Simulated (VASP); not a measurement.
Sr: single point with PBEsol

Crystal: Sr.

```
Sr
1.0
     0.00000    2.70186    2.70186
     2.70186    0.00000    2.70186
     2.70186    2.70186    0.00000
Sr
1
Direct
  0.00000 0.00000 0.00000
```

This cell differs from its parent crystal: volume scaled by 0.76.

```
Program             : VASP 6.6.1
Task                : single point
Functional          : PBEsol
Potentials or basis : VASP PAW PBE potentials, release 64 (Sr_sv)
Cutoff              : 520 eV
k mesh              : 11 × 11 × 11
Occupations         : fermi-dirac, width 0.05 eV
Spin                : no spin polarisation
```

| Item | Value |
| --- | --- |
| Pressure | 5.4 GPa |
| Band gap on the k mesh | 0.11 eV, indirect (least direct gap 0.42 eV) |

Levels at points of the mesh, in eV from the valence-band top:
| k point | band 3 | band 4 | band 5 | band 6 | band 7 | band 8 |
| --- | --- | --- | --- | --- | --- | --- |
| (0.00, 0.00, 0.00) | -17.61 | -17.61 | -3.99 | 2.78 | 2.78 | 2.78 |

It took 26 s on 1 thread of Intel(R) Xeon(R) Platinum 8259CL CPU @ 2.50GHz (Skylake/Cascade Lake), with other jobs on the host, peak memory 0.16 GiB.

Caveat: the PAW data sets were made with another functional, which shifts forces and pressure a little. A k mesh can miss the band edges.
